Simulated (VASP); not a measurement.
Input of a VASP 6.6.1 run:

INCAR

```
SYSTEM = NbAl2C2
ALGO = Normal
EDIFF = 1E-7
ENCUT = 520
GGA = PE
ISIF = 2
ISMEAR = 0
ISPIN = 2
LASPH = .TRUE.
LCHARG = .FALSE.
LMAXMIX = 4
LORBIT = 11
LREAL = .FALSE.
LWAVE = .FALSE.
MAGMOM = 0 0 1 0 0
NBANDS = 26
NELM = 150
PREC = Accurate
SIGMA = 0.1
```

The input KPOINTS:

```
k-points
0
G
  6 6 4
  0 0 0
```

Contents of POSCAR:

```
NbAl2C2
1.0
    4.3970004080      0.0000000000      0.0000000000
   -2.1985002040      3.8079140538      0.0000000000
    0.0000000000      0.0000000000      5.4003181576
Al Nb C
2 1 2
Direct
    0.3333333333      0.6666666667      0.0000000000
    0.6666666667      0.3333333333      0.0000000000
    0.0000000000      0.0000000000      0.5000000000
    0.0000000000      0.0000000000      0.8742439466
    0.0000000000      0.0000000000      0.1257560534
```

Potentials or basis: VASP PAW PBE potentials, release 64 (Al, Nb_sv, C).

Launch:

```bash
$ cat potpaw_PBE.64/Al/POTCAR potpaw_PBE.64/Nb_sv/POTCAR potpaw_PBE.64/C/POTCAR > POTCAR
$ mpirun -np 1 vasp_std > vasp.out
```

(1) Estimate the largest force.

(2) Estimate the net moment.

## Answers

(1) 0.091 eV/Å.

(2) 0.00 μB per cell.
